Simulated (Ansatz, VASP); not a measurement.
Al3BiO3: VASP beside Ansatz

The input INCAR:

```
ALGO = Normal ; EDIFF = 1E-7
EDIFFG = -0.025 ; ENCUT = 600
GGA = PE ; IBRION = 2
ISIF = 3 ; ISMEAR = 0
LASPH = True ; LCHARG = False
LREAL = False ; LWAVE = False
NELM = 60 ; NSW = 80
PREC = Accurate ; SIGMA = 0.1
```

The input KPOINTS:

```
k-points
0
Gamma
  3 3 3
```

The input POSCAR:

```
Al3BiO3
1.0
    3.6996628870      2.1176229232      2.1476794916
   -3.7973704338      2.1969671744      2.2355324075
    0.0198603638     -4.3491058115      2.2253394004
Al Bi O
3 1 3
Direct
    0.4501458642      0.0031554854      0.4667519084
    0.0234118880      0.4655526275      0.4673335384
    0.4660940741      0.4790145504      0.0218154189
    0.8352700237      0.8524839862      0.8675527423
    0.2715389737      0.2675719651      0.6385084774
    0.2802496710      0.6529301212      0.2610503368
    0.6734895052      0.2794912641      0.2771875777
```

Input for Ansatz:

```yaml
crystal:
  lattice:
    - [3.699662887, 2.1176229232, 2.1476794916]
    - [-3.7973704338, 2.1969671744, 2.2355324075]
    - [0.0198603638, -4.3491058115, 2.2253394004]
  atoms:
    - { symbol: Al, position: [0.4501458642, 0.0031554854, 0.4667519084] }
    - { symbol: Al, position: [0.023411888, 0.4655526275, 0.4673335384] }
    - { symbol: Al, position: [0.4660940741, 0.4790145504, 0.0218154189] }
    - { symbol: Bi, position: [0.8352700237, 0.8524839862, 0.8675527423] }
    - { symbol: O, position: [0.2715389737, 0.2675719651, 0.6385084774] }
    - { symbol: O, position: [0.280249671, 0.6529301212, 0.2610503368] }
    - { symbol: O, position: [0.6734895052, 0.2794912641, 0.2771875777] }
basis:
  ecutwfc: 420
kpoints:
  mp_grid: { grid: [3, 3, 3] }
hamiltonian:
  xc: pbe
scf:
  occupations: { method: gaussian, width: 0.1 }
  lower_state_search: "off"
output:
  forces: true
  stress: true
  eigenvalues: true
relax:
  adjacent_minimum: "off"
  f_tol: 0.025
  max_steps: 60
  cell: { stress_tol: 0.25 }
```

Change from the starting cell: cell x1, atoms moved at random (sigma 0.1 Å) and cell strained at random (1.5 %), then relaxed without symmetry.

Alike in both runs: task relaxation of cell and atoms; functional PBE; k mesh 3 × 3 × 3; occupations gaussian, width 0.1 eV; no spin polarisation.

|  | VASP | Ansatz |
| --- | --- | --- |
| version | VASP 6.6.1 | Ansatz 0.2.0 |
| potentials or method | VASP PAW PBE potentials, release 64 (Al, Bi_d, O), cutoff 600 eV | scalar-relativistic, plane waves, PAW |
| valence electrons in the cell | 42 | 42 |

|  | VASP | Ansatz | Ansatz less VASP |
| --- | --- | --- | --- |
| gap on the k mesh at the Fermi level, each at its own relaxed structure (eV) | 0.72 | 0.71 | -0.008 |
| relaxed volume (Å³/atom) | 15.08 | 15.11 | +0.038 |
| relaxed length of the cell vector where the two differ most in proportion (Å) | 4.833 | 4.838 | +0.0054 |

The k mesh is coarse, so the values compare programs but aren't converged. Spin-orbit coupling is off throughout.
